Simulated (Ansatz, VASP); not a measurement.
**Two plane-wave programs on Ti3Al**

```
Ti Al
1.0
     0.00000    3.23178    3.23178
     3.23178    0.00000    3.23178
     3.23178    3.23178    0.00000
Ti Al
3 1
Cartesian
  4.8477 4.8477 4.8477
  1.6159 1.6159 1.6159
  0.0000 0.0000 0.0000
  3.2318 3.2318 3.2318
```

Alike in both runs: task relaxation of cell and atoms; functional LDA; k mesh 6 × 6 × 6; occupations gaussian, width 0.1 eV; no spin polarisation.

```csv
,VASP,Ansatz
version,VASP 6.6.1,Ansatz 0.2.0
potentials or method,"VASP PAW LDA potentials, release 64 (Ti_sv, Al), cutoff 600 eV","scalar-relativistic, plane waves, PAW"
valence electrons in the cell,39,39
```

VASP gave:

| Quantity | Value |
| --- | --- |
| gap on the k mesh at the Fermi level, each at its own relaxed structure (eV) | none |
| relaxed volume (Å³/atom) | 15.60 |
| relaxed cell length with the largest relative difference (Å) | 4.452 |

Task: What did Ansatz give for the same quantities?

Result: gap on the k mesh at the Fermi level, each at its own relaxed structure (eV): none; relaxed volume (Å³/atom): 15.59; relaxed cell length with the largest relative difference (Å): 4.451.

Ansatz warns that its potentials were made for another functional, while VASP's fit it. LDA's correlation is that of Perdew and Zunger in VASP and of Perdew and Wang (1992) in Ansatz. A gap of «none» marks a metal or a gap that the smearing closes.
